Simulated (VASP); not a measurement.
# Pt (P6_3/mmc) in VASP: settings compared, part 2 of 2

VASP 6.6.1.

### 5 Single point, PBEsol (volume scaled by 0.98)

The input, INCAR:

```
SYSTEM = Pt
ALGO = Normal
EDIFF = 1E-6
ENCUT = 520
GGA = PS
ISIF = 2
ISMEAR = -1
LASPH = .TRUE.
LCHARG = .FALSE.
LREAL = .FALSE.
LWAVE = .FALSE.
NBANDS = 17
NELM = 100
PREC = Accurate
SIGMA = 0.05
```

The input, KPOINTS:

```
k-points
0
G
  11 11 6
  0 0 0
```

The input, POSCAR:

```
Pt
1.0
    2.7421371004      0.0000000000      0.0000000000
   -1.3710685502      2.3747603895      0.0000000000
    0.0000000000      0.0000000000      4.7599710578
Pt
2
Direct
    0.3333333333      0.6666666667      0.2500000000
    0.6666666667      0.3333333333      0.7500000000
```

Potentials or basis: VASP PAW PBE potentials, release 64 (Pt).

The run is started by

```bash
> cat potpaw_PBE.64/Pt/POTCAR > POTCAR
> mpirun -np 1 vasp_std > vasp.out
```

OUTCAR:

```text
SYSTEM = Pt
   EDIFF = 1E-6
   ENCUT = 520
   GGA = PS
   ISIF = 2
   ISMEAR = -1
   LASPH = .TRUE.
   LREAL = .FALSE.
   NELM = 100
   PREC = Accurate

 ion  position               nearest neighbor table
   1  0.333  0.667  0.250-   2 2.86   2 2.86   2 2.86   2 2.86   2 2.86   2 2.86
   2  0.667  0.333  0.750-   1 2.86   1 2.86   1 2.86   1 2.86   1 2.86   1 2.86

  LATTYP: Found a hexagonal cell.
 ALAT       =     2.7421371004
 C/A-ratio  =     1.7358618054

  Lattice vectors:

 A1 = (   2.7421371004,   0.0000000000,   0.0000000000)
 A2 = (  -1.3710685502,   2.3747603895,   0.0000000000)
 A3 = (   0.0000000000,   0.0000000000,   4.7599710578)

Analysis of symmetry for initial positions (statically):
=====================================================================
 Subroutine PRICEL returns:
 Original cell was already a primitive cell.

 Routine SETGRP: Setting up the symmetry group for a
 hexagonal supercell.

 Subroutine GETGRP returns: Found 24 space group operations
 (whereof 12 operations were pure point group operations)
 out of a pool of 24 trial point group operations.

The static configuration has the point symmetry D_3d.
 The point group associated with its full space group is D_6h.

Analysis of symmetry for dynamics (positions and initial velocities):
=====================================================================
 Subroutine PRICEL returns:
 Original cell was already a primitive cell.

 Routine SETGRP: Setting up the symmetry group for a
 hexagonal supercell.

 Subroutine GETGRP returns: Found 24 space group operations
 (whereof 12 operations were pure point group operations)
 out of a pool of 24 trial point group operations.

The dynamic configuration has the point symmetry D_3d.
 The point group associated with its full space group is D_6h.

 Subroutine INISYM returns: Found 24 space group operations
 (whereof 12 operations are pure point group operations),
 and found     1 'primitive' translations

----------------------------------------------------------------------------------------

                                     Primitive cell

  volume of cell :      30.9965

  direct lattice vectors                    reciprocal lattice vectors
     2.742137100  0.000000000  0.000000000     0.364679067  0.210547558  0.000000000
    -1.371068550  2.374760390  0.000000000     0.000000000  0.421095115  0.000000000
     0.000000000  0.000000000  4.759971058     0.000000000  0.000000000  0.210085311

  length of vectors
     2.742137100  2.742137100  4.759971058     0.421095115  0.421095115  0.210085311

  position of ions in fractional coordinates (direct lattice)
     0.333333333  0.666666667  0.250000000
     0.666666667  0.333333333  0.750000000

  ion indices of the primitive-cell ions
   primitive index   ion index
                 1           1
                 2           2

----------------------------------------------------------------------------------------

 KPOINTS: k-points

Automatic generation of k-mesh.
 Grid dimensions read from file:
 generate k-points for:   11   11    6

 Generating k-lattice:

  Cartesian coordinates                     Fractional coordinates (reciprocal lattice)
     0.033152642  0.019140687  0.000000000     0.090909091  0.000000000  0.000000000
     0.000000000  0.038281374  0.000000000     0.000000000  0.090909091  0.000000000
     0.000000000  0.000000000  0.035014218     0.000000000  0.000000000  0.166666667

  Length of vectors
     0.038281374  0.038281374  0.035014218

  Shift w.r.t. Gamma in fractional coordinates (k-lattice)
     0.000000000  0.000000000  0.000000000

 Subroutine IBZKPT returns following result:
 ===========================================

 Found     64 irreducible k-points:

 Following reciprocal coordinates:
            Coordinates               Weight
  0.000000  0.000000  0.000000      1.000000
  0.090909  0.000000  0.000000      6.000000
  0.181818 -0.000000  0.000000      6.000000
  0.272727  0.000000  0.000000      6.000000
  0.363636 -0.000000  0.000000      6.000000
  0.454545 -0.000000  0.000000      6.000000
[... 16 lines left out ...]
  0.090909  0.090909  0.166667     12.000000
  0.181818  0.090909  0.166667     24.000000
 [... further k-points ...]
   k-points           NKPTS =     64   k-points in BZ     NKDIM =     64   number of bands    NBANDS=     17
   number of dos      NEDOS =    301   number of ions     NIONS =      2
   total plane-waves  NPLWV =  14400
   dimension x,y,z NGX =    20 NGY =   20 NGZ =   36
   dimension x,y,z NGXF=    40 NGYF=   40 NGZF=   72
   ions per type =               2
   NGX,Y,Z   is equivalent  to a cutoff of  12.13, 12.13, 12.57 a.u.
   NGXF,Y,Z  is equivalent  to a cutoff of  24.25, 24.25, 25.15 a.u.
 SYSTEM =  Pt
   PREC   = accura    normal or accurate (medium, high low for compatibility)
   ISTART =      0    job   : 0-new  1-cont  2-samecut
   ICHARG =      2    charge: 1-file 2-atom 10-const
   ISPIN  =      1    spin polarized calculation?
   LNONCOLLINEAR =      F non collinear calculations
   LSORBIT =      F    spin-orbit coupling
   LASPH  =      T    aspherical Exc in radial PAW
   ENCUT  =  520.0 eV  38.22 Ry    6.18 a.u.   5.10  5.10  8.85*2*pi/ulx,y,z
   NELM   =    100;   NELMIN=  2; NELMDL= -5     # of ELM steps
   EDIFF  = 0.1E-05   stopping-criterion for ELM
   LREAL  =      F    real-space projection
   EDIFFG = 0.1E-04   stopping-criterion for IOM
   NSW    =      0    number of steps for IOM
   IBRION =     -1    ionic relax: 0-MD 1-quasi-New 2-CG
   NFREE  =      0    steps in history (QN), initial steepest desc. (CG)
   ISIF   =      2    stress and relaxation
   ISYM   =      2    0-nonsym 1-usesym 2-fastsym
   POTIM  = 0.5000    time-step for ionic-motion
   TEBEG  =    0.0;   TEEND  =   0.0 temperature during run
   PSTRESS=    0.0 pullay stress
   NELECT =      20.0000    total number of electrons
   NUPDOWN=      -1.0000    fix difference up-down
   EMIN   =  10.00;   EMAX   =-10.00  energy-range for DOS
   EFERMI =   0.00;   METHOD = LEGACY
   ISMEAR =    -1;   SIGMA  =   0.05  broadening in eV -4-tet -1-fermi 0-gaus
   EFERMI_NEDOS =   21; number of points for ismear=-14 and -15
   IALGO  =     38    algorithm
   IMIX   =      4    mixing-type and parameters
     AMIX     =   0.40;   BMIX     =  1.00
     AMIX_MAG =   1.60;   BMIX_MAG =  1.00
  volume/ion in A,a.u.               =      15.50       104.59
  Fermi-wavevector in a.u.,A,eV,Ry     =   1.414644  2.673289 27.228208  2.001217
  Thomas-Fermi vector in A             =   2.536165
   LORBIT       =      0    0 simple, 1 ext, 2 COOP (PROOUT), +10 PAW based schemes
   GGA     = PS    functional components
   LHFCALC =     F    Hartree Fock is set to
   AEXX    =    0.0000 exact exchange contribution
   IVDW    =     0    specifies the selected vdW correction
   LEPSILON=     F    determine dielectric tensor
   LRPA    =     F    only Hartree local field effects (RPA)
 non-spin polarized calculation
  energy-cutoff  :      520.00
  volume of cell :       31.00
 maximum number of plane-waves:       845
   NGX = 11   NGY = 11   NGZ = 17

 number of electron      20.0000000 magnetization

 Free energy of the ion-electron system (eV)
  ---------------------------------------------------
  ext. energy  EPLUGINS =         0.00000000
  ---------------------------------------------------
  free energy    TOTEN  =       -13.78848658 eV

  energy without entropy =      -13.75305481  energy(sigma->0) =      -13.77077069

 E-fermi :  10.5504     XC(G=0): -13.4617

 val. band max:       10.5490068442   @ k =   0.2727   0.0000   0.0000
 cond. band min:      10.5520194251   @ k =   0.2727   0.2727   0.5000
 fundamental gap:      0.0030125809
 Fermi energy:        10.5504172728

 k-point     1 :       0.0000    0.0000    0.0000
  band No.  band energies     occupation
      1       0.5832      2.00000
      2       3.2724      2.00000
      3       6.4787      2.00000
      4       7.0244      2.00000
      5       7.0244      2.00000
      6       7.4028      2.00000
[... 9 lines left out ...]
     16      27.8302      0.00000
     17      31.7766      0.00000

 k-point     2 :       0.0909    0.0000    0.0000
  band No.  band energies     occupation
      1       0.8866      2.00000
      2       3.5507      2.00000
      3       6.4378      2.00000
      4       7.0194      2.00000
      5       7.2596      2.00000
      6       7.2645      2.00000
[... 9 lines left out ...]
     16      28.1772      0.00000
     17      30.2662      0.00000
[... 421 lines left out ...]
 k-point    24 :       0.1818    0.0909    0.1667
  band No.  band energies     occupation
      1       2.6766      2.00000
      2       4.7444      2.00000
      3       5.9099      2.00000
      4       6.0609      2.00000
      5       6.6576      2.00000
      6       7.2386      2.00000
[... 9 lines left out ...]
     16      27.0902      0.00000
     17      28.0526      0.00000

 [... further k-points ...]
[... 5 lines left out ...]
  --------------------------------------------------------------------------------------
  -------------------------------------------------------------------------------------
  Total       -1.0833345     -1.0833345     -1.4781653     -0.0000000     -0.0000000      0.0000000
  in kB      -55.9963734    -55.9963734    -76.4047407     -0.0000000     -0.0000000      0.0000000
  external PRESSURE =     -62.7991625 kB  Pullay stress =       0.0000000 kB

 VOLUME and BASIS-vectors are now :
 -----------------------------------------------------------------------------
  energy-cutoff  :      520.00
  volume of cell :       31.00
      direct lattice vectors                 reciprocal lattice vectors
     2.742137100  0.000000000  0.000000000     0.364679067  0.210547558  0.000000000
    -1.371068550  2.374760390  0.000000000     0.000000000  0.421095115  0.000000000
     0.000000000  0.000000000  4.759971058     0.000000000  0.000000000  0.210085311

 POSITION                                       TOTAL-FORCE (eV/Angst)
 -----------------------------------------------------------------------------------
     -0.00000      1.58317      1.18999         0.000000     -0.000000      0.000000
      1.37107      0.79159      3.56998        -0.000000      0.000000      0.000000
 -----------------------------------------------------------------------------------
    total drift:                                0.000000     -0.000000      0.000000

  FREE ENERGIE OF THE ION-ELECTRON SYSTEM (eV)
  ---------------------------------------------------
  free  energy   TOTEN  =       -13.7884865790 eV

  energy  without entropy=      -13.7530548097  energy(sigma->0) =      -13.77077069
```

stdout:

```text
POSCAR found type information on POSCAR Pt
 POSCAR found :  1 types and       2 ions
 scaLAPACK will be used
 -----------------------------------------------------------------------------
|                                                                             |
|                                                                             |
|     You enforced a specific xc type in the INCAR file but a different       |
|     I HOPE YOU KNOW WHAT YOU ARE DOING!                                     |
|                                                                             |
 -----------------------------------------------------------------------------

 LDA part: xc-table for (Slater+PW92), standard interpolation
 POSCAR, INCAR and KPOINTS ok, starting setup
 FFT: planning ... GRIDC
 FFT: planning ... GRID_SOFT
 FFT: planning ... GRID
 WAVECAR not read
 entering main loop
```

Run time: 14 s. Hardware: 1 thread of Intel Xeon Platinum 8488C (Sapphire Rapids), shared host; peak memory 0.15 GiB.

What came out:

```
Free energy            : -13.7885 eV
Pressure               : -6.3 GPa
Band gap on the k mesh : zero (band 10 reaches 10.97 eV, above the bottom of band 11 at 9.74 eV)
```

Stress tensor (GPa, compression positive):
```
-5.60  0.00  0.00
 0.00 -5.60  0.00
 0.00  0.00 -7.64
```

Caveat: the cell differs from its parent crystal (volume scaled by 0.98); the PAW data sets were made with another functional, which shifts forces and pressure a little; spin-orbit coupling is left out, which moves the levels of the heavy elements.

### 6 Single point, LDA

This run uses another cell than the first one, of 15.81 Å³/atom, 1.064 times its volume.

The input, INCAR:

```
ALGO = Normal
EDIFF = 1E-7
ENCUT = 520
ISIF = 2
ISMEAR = -1
LASPH = T
LCHARG = F
LREAL = F
LWAVE = F
NBANDS = 17
NELM = 80
PREC = Accurate
SIGMA = 0.05
```

The input, KPOINTS:

```
k-points
0
Gamma
  11 11 6
```

The input, POSCAR:

```
Pt
1.0
    2.7606656158      0.0000000000      0.0000000000
   -1.3803328079      2.3908065546      0.0000000000
    0.0000000000      0.0000000000      4.7921340000
Pt
2
Direct
    0.3333333333      0.6666666667      0.2500000000
    0.6666666667      0.3333333333      0.7500000000
```

Potentials or basis: VASP PAW LDA potentials, release 64 (Pt).

The run is started by

```bash
> cat potpaw_LDA.64/Pt/POTCAR > POTCAR
> mpirun -np 1 vasp_std > vasp.out
```

It took 13 s on 1 thread of Intel Xeon Platinum 8488C (Sapphire Rapids), shared host; peak memory 0.16 GiB.

Results (log left out):

```
Free energy            : -14.7935 eV
Pressure               : -15.0 GPa
Band gap on the k mesh : zero (band 10 reaches 10.61 eV, above the bottom of band 11 at 9.43 eV)
```

Stress tensor (GPa, compression positive):
```
-14.79   0.00   0.00
  0.00 -14.79   0.00
  0.00   0.00 -15.53
```

Levels at points of the mesh, in eV from the Fermi level:
```csv
k point,band 8,band 9,band 10,band 11,band 12,band 13
"(0.00, 0.00, 0.00)",-1.79,-1.79,-0.72,-0.20,-0.20,4.65
"(0.00, 0.00, 0.50)",-3.42,-0.78,-0.78,-0.78,-0.78,11.90
```

Caveat: spin-orbit coupling is left out, which moves the levels of the heavy elements.

### 7 Overview

| level | potentials or basis | cell | gap on the mesh (eV) | pressure (GPa) |
| --- | --- | --- | --- | --- |
| LDA | VASP PAW LDA potentials, release 64 (Pt) | a = 2.704, b = 2.704, c = 4.694 Å, angles 90.0, 90.0, 120.0°, 2 atoms | none | 1.0 |
| LDA | VASP PAW LDA potentials, release 64 (Pt) | a = 2.723, b = 2.723, c = 4.727 Å, angles 90.0, 90.0, 120.0°, 2 atoms | none | -5.1 |
| LDA | VASP PAW LDA potentials, release 64 (Pt) | a = 2.742, b = 2.742, c = 4.760 Å, angles 90.0, 90.0, 120.0°, 2 atoms | none | -10.4 |
| PBEsol | VASP PAW PBE potentials, release 64 (Pt) | a = 2.742, b = 2.742, c = 4.760 Å, angles 90.0, 90.0, 120.0°, 2 atoms | none | -6.3 |
| LDA | VASP PAW LDA potentials, release 64 (Pt) | a = 2.761, b = 2.761, c = 4.792 Å, angles 90.0, 90.0, 120.0°, 2 atoms | none | -15.0 |

Alike in all rows: task single point; no spin polarisation; k mesh 11 × 11 × 6; cutoff (eV) 520; smearing fermi-dirac 0.05 eV.

Caveats: spin-orbit coupling is left out, which moves the levels of the heavy elements; the PAW data sets were made with another functional, which shifts forces and pressure a little (some runs).

Absolute energies hang on the potentials; compare differences alone.
